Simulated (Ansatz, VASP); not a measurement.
Sn: VASP beside Ansatz

```xyz
2
Lattice="0.0000 3.2333 3.2333 3.2333 0.0000 3.2333 3.2333 3.2333 0.0000" Properties=species:S:1:pos:R:3 pbc="T T T"
Sn    4.8500    4.8500    4.8500
Sn    3.2333    3.2333    3.2333
```

Alike in both runs: task relaxation of cell and atoms; functional BLYP; k mesh 7 × 7 × 7; occupations fermi-dirac, width 0.05 eV; no spin polarisation.

|  | VASP | Ansatz |
| --- | --- | --- |
| version | VASP 6.6.1 | Ansatz 0.2.0 |
| potentials or method | VASP PAW PBE potentials, release 64 (Sn_d), cutoff 600 eV | all-electron LAPW, scalar-relativistic |

VASP gave:

| Quantity | Value |
| --- | --- |
| relaxed volume (Å³/atom) | 39.51 |
| relaxed length of the cell vector where the two differ most in proportion (Å) | 4.817 |

Question: Estimate Ansatz's values.

Answer: Relaxed volume (Å³/atom): 39.62; relaxed length of the cell vector where the two differ most in proportion (Å): 4.821.

VASP's potentials were made for PBE, not for BLYP. Ansatz ran all-electron here, and VASP with PAW potentials.

Noted on VASP's run: the volume moved by over 15 % at a fixed basis, so the end points are rough. Noted on Ansatz's run: the volume moved by over 15 % at a fixed basis, so the end points are rough.
